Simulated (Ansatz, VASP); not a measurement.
## One calculation of Si, two programs

File POSCAR:

```
Si
1.0
   -3.4584620616      3.4584620616      2.0761765128
    3.4584620616     -3.4584620616      2.0761765128
    3.4584620616      3.4584620616     -2.0761765128
Si
4
Direct
    0.1788010600      0.1788010600      0.3576021200
    0.8211989400      0.8211989400      0.6423978800
    0.1788010600      0.8211989400      0.0000000000
    0.8211989400      0.1788010600      0.0000000000
```

Contents of INCAR.step1:

```
PREC = Accurate
ENCUT = 520
ISMEAR = 0
SIGMA = 0.03
LREAL = F
LASPH = T
NELM = 80
NBANDS = 16
GGA = PE
ALGO = Normal
EDIFF = 1E-4
LWAVE = T
LCHARG = F
```

File INCAR.step2:

```
PREC = Accurate
ENCUT = 520
EDIFF = 1E-6
ISMEAR = 0
SIGMA = 0.03
LREAL = F
LASPH = T
NELM = 80
ALGO = Normal
ISIF = 2
LWAVE = F
LCHARG = F
METAGGA = R2SCAN
LMIXTAU = T
NBANDS = 16
ISTART = 1
```

The input KPOINTS:

```
Automatic mesh
0
Gamma
  10 10 10
```

Input for Ansatz:

```yaml
crystal:
  lattice:
    - [-3.4584620616, 3.4584620616, 2.0761765128]
    - [3.4584620616, -3.4584620616, 2.0761765128]
    - [3.4584620616, 3.4584620616, -2.0761765128]
  atoms:
    - { symbol: Si, position: [0.17880106, 0.17880106, 0.35760212] }
    - { symbol: Si, position: [0.82119894, 0.82119894, 0.64239788] }
    - { symbol: Si, position: [0.17880106, 0.82119894, 0.0] }
    - { symbol: Si, position: [0.82119894, 0.17880106, 0.0] }
basis:
  ecutwfc: 500
kpoints:
  mp_grid: { grid: [10, 10, 10] }
hamiltonian:
  xc: r2scan
scf:
  occupations: { method: gaussian, width: 0.03 }
output:
  forces: true
  stress: true
  eigenvalues: true
```

Change from the starting cell: strain +0.040 along x and y, +0.080 along z, atoms carried along.

Alike in both runs: task single point; functional r2SCAN; k mesh 10 × 10 × 10; occupations gaussian, width 0.03 eV; no spin polarisation.

|  | VASP | Ansatz |
| --- | --- | --- |
| version | VASP 6.6.1 | Ansatz 0.2.0 |
| potentials or method | VASP PAW PBE potentials, release 64 (Si), cutoff 520 eV | scalar-relativistic, plane waves, PAW |
| valence electrons in the cell | 16 | 16 |

```tsv
	VASP	Ansatz	Ansatz less VASP
gap on the k mesh at the Fermi level (eV)	0.28	0.27	-0.005
least direct gap on the mesh (eV)	0.28	0.27	-0.005
pressure (GPa)	-10.0	-9.8	+0.14
traceless stress, the component that is largest in VASP (GPa)	-3.55	-3.51	+0.036
```

VASP's potentials were made for PBE, not for r2SCAN.
